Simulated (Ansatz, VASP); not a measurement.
## One calculation of MoS2, two programs

The input INCAR:

```
  ALGO = Normal
  EDIFF = 1E-6
  ENCUT = 520
  GGA = PE
  ISIF = 2
  ISMEAR = -1
  LASPH = T
  LCHARG = T
  LELF = T
  LREAL = F
  LVHAR = T
  LWAVE = F
  NBANDS = 20
  NELM = 60
  PREC = Accurate
  SIGMA = 0.02
```

File KPOINTS:

```
k-points
0
Gamma
  6 6 6
```

File POSCAR:

```
MoS2
1.0
    1.5965300421      0.9217570496      6.0772315024
   -1.5965300421      0.9217570496      6.0772315024
    0.0000000000     -1.8435140992      6.0772315024
Mo S
1 2
Direct
    0.0000000000      0.0000000000      0.0000000000
    0.2474267352      0.2474267352      0.2474267352
    0.7525732648      0.7525732648      0.7525732648
```

Input for Ansatz:

```yaml
crystal:
  lattice:
    - [1.5965300421, 0.9217570496, 6.0772315024]
    - [-1.5965300421, 0.9217570496, 6.0772315024]
    - [0.0, -1.8435140992, 6.0772315024]
  atoms:
    - { symbol: Mo, position: [0.0, 0.0, 0.0] }
    - { symbol: S, position: [0.2474267352, 0.2474267352, 0.2474267352] }
    - { symbol: S, position: [0.7525732648, 0.7525732648, 0.7525732648] }
kpoints:
  mp_grid: { grid: [6, 6, 6] }
hamiltonian:
  xc: pbe
scf:
  occupations: { method: fermi_dirac, width: 0.02 }
  n_extra_bands: 4
output:
  forces: true
  stress: true
  eigenvalues: true
```

Alike in both runs: task single point; functional PBE; k mesh 6 × 6 × 6; occupations fermi-dirac, width 0.02 eV; no spin polarisation.

|  | VASP | Ansatz |
| --- | --- | --- |
| version | VASP 6.6.1 | Ansatz 0.2.0 |
| potentials or method | VASP PAW PBE potentials, release 64 (Mo_sv, S) | plane waves, PAW |
| plane-wave cutoff (eV) | 520 | 420 |
| valence electrons in the cell | 26 | 26 |

```csv
,VASP,Ansatz,Ansatz less VASP
pressure (GPa),2.1,2.2,+0.11
"traceless stress, the component that is largest in VASP (GPa)",1.18,1.18,+0.006
rms of the force components (eV/Å),0.047,0.052,+0.0051
```

Atom by atom the forces differ by 0.005 eV/Å (rms over components).

The k mesh is coarse, so the values compare programs but aren't converged.
